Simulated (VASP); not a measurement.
Crystal: Mg2GeSe3.

```
Mg Ge Se
1.0
     4.03861    0.00000    0.00000
    -2.01931    3.49754    0.00000
     0.00000    0.00000    9.98857
Mg Ge Se
2 1 3
Direct
  0.33333 0.66667 0.67902
  0.66667 0.33333 0.32098
  0.00000 0.00000 0.00000
  0.33333 0.66667 0.14299
  0.66667 0.33333 0.85701
  0.00000 0.00000 0.50000
```

* Program: VASP 6.6.1
* Task: relaxation of cell and atoms
* Functional: PBEsol
* Potentials or basis: VASP PAW PBE potentials, release 64 (Mg, Ge_d, Se)
* Cutoff: 600 eV
* k mesh: 6 × 6 × 2
* Occupations: fermi-dirac, width 0.03 eV
* Spin: no spin polarisation

At the start: pressure -4.8 GPa; volume 23.52 Å³/atom.

Question: How do energy, volume and symmetry change on relaxing?

Answer: Over 18 steps the energy falls by 129.5 meV/atom and the volume is 20.92 Å³/atom (-11.0 %); space group P-3m1 (No. 164, to 0.1 Å) before and after.

Step by step:
```tsv
step	energy change (eV)	largest force (eV/Å)	pressure (GPa)	volume (Å³)
1	0.0000	1.4083	-4.80	141.09
2	-0.4299	1.3154	0.08	127.18
3	-0.4615	1.2429	2.53	122.39
4	-0.6646	0.5424	1.71	122.91
5	-0.7306	0.4396	1.16	123.48
6	-0.7632	0.1852	-0.74	127.03
7	-0.7632	0.1774	-0.81	127.14
8	-0.7760	0.0440	-0.18	125.77
9	-0.7762	0.0610	-0.02	125.53
10	-0.7763	0.0587	-0.04	125.56
11	-0.7766	0.0297	0.04	125.42
12	-0.7767	0.0183	0.11	125.32
13	-0.7767	0.0211	-0.06	125.63
14	-0.7768	0.0199	0.02	125.48
15	-0.7768	0.0201	-0.01	125.50
16	-0.7768	0.0200	0.02	125.49
17	-0.7768	0.0200	0.01	125.50
18	-0.7768	0.0081	-0.04	125.53
```

Final structure:
```xyz
6
Lattice="3.9006 0.0000 0.0000 -1.9503 3.3780 0.0000 0.0000 0.0000 9.5270" Properties=species:S:1:pos:R:3 pbc="T T T"
Mg    0.0000    2.2520    6.3270
Mg    1.9503    1.1260    3.2000
Ge    0.0000    0.0000    0.0000
Se    0.0000    2.2520    1.6513
Se    1.9503    1.1260    7.8757
Se    0.0000    0.0000    4.7635
```

Caveat: the PAW data sets were made with another functional, which shifts forces and pressure a little.
